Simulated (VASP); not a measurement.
Set up this calculation in VASP 6.6.1, as the native input.

| Quantity | Value |
| --- | --- |
| Task | single point |
| Functional | PBEsol |
| Potentials or basis | VASP PAW PBE potentials, release 64 (Be, S) |
| Cutoff | 520 eV |
| k mesh | 10 × 10 × 10 |
| Occupations | gaussian, width 0.05 eV |
| Spin | no spin polarisation |
| Dipole correction | no |
| Further INCAR settings | ALGO = Normal; EDIFF = 1e-07; NBANDS = 11 |

The structure of BeS lies in POSCAR:

```
BeS
1.0
    0.0000000000      2.3430361733      2.3056840910
    2.3056840910      0.0000000000      2.3056840910
    2.3056840910      2.3430361733      0.0000000000
Be S
1 1
Direct
    0.0000000000      0.0000000000      0.0000000000
    0.7500000000      0.7500000000      0.7500000000
```

This cell differs from its parent crystal: volume 12.456 Å^3 an atom, c/a of the conventional cell 1.0162.

These files were run (other wordings do the same):

INCAR

```
PREC = Accurate ; ENCUT = 520
EDIFF = 1E-7 ; ISMEAR = 0
SIGMA = 0.05 ; LREAL = False
LASPH = True ; NELM = 80
ALGO = Normal ; ISIF = 2
LWAVE = False ; LCHARG = False
GGA = PS ; NBANDS = 11
```

KPOINTS

```
regular mesh
0
Gamma
  10 10 10
```

Potentials or basis: VASP PAW PBE potentials, release 64 (Be, S).

The run is started by

```bash
$ cat potpaw_PBE.64/Be/POTCAR potpaw_PBE.64/S/POTCAR > POTCAR
$ mpirun -np 1 vasp_std > vasp.out
```

It gave:

- Pressure: 16.0 GPa
- Band gap on the k mesh: 2.50 eV, indirect (least direct gap 5.47 eV)

Caveat: the PAW data sets were made with another functional, which shifts forces and pressure a little.

Run time: 12 s on 1 thread of Intel(R) Xeon(R) 6975P-C (Granite Rapids), with other jobs on the host, peak memory 0.15 GiB.
